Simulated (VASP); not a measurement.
Runs of VASP 6.6.1 on SiO2. Symmetry: I-42d, No. 122, tetragonal system. Conventional cell: a = 4.748 Å, b = 4.748 Å, c = 7.488 Å, α = 90.00°, β = 90.00°, γ = 90.00°. Si (site symmetry -4) has 4 O at 1.62 Å within 2.2 Å. Within 2.2 Å of O (site symmetry 2) lie 2 Si at 1.62 Å. 

| task | level | potentials or basis | cell | cutoff (eV) | gap on the mesh (eV) | pressure (GPa) | largest force (eV/Å) |
| --- | --- | --- | --- | --- | --- | --- | --- |
| single point | r2SCAN | VASP PAW PBE potentials, release 64 (Si, O) | as given | 520 | 6.69 | -1.1 | 0.19 |
| single point | LDA | VASP PAW LDA potentials, release 64 (Si, O) | as given | 520 | 5.82 | -2.3 | 0.25 |
| single point | PBEsol | VASP PAW PBE potentials, release 64 (Si, O) | as given | 520 | (a) | 1.6 | 0.03 |
| relaxation of cell and atoms | PBEsol | VASP PAW PBE potentials, release 64 (Si, O) | relaxed | 600 | (b) | -0.1 | - |
| single point | PBE | VASP PAW PBE potentials, release 64 (Si, O) | as given | 520 | 6.04 | 3.7 | (c) |

Alike in all rows: no spin polarisation; k mesh 8 × 8 × 8; smearing gaussian 0.02 eV.

Q: Fill in the values left out.

A: (a) 5.97; (b) 5.79; (c) 0.13.

Caveats: the PAW data sets were made with another functional, which shifts forces and pressure a little (some runs).

A k mesh can miss the band edges.
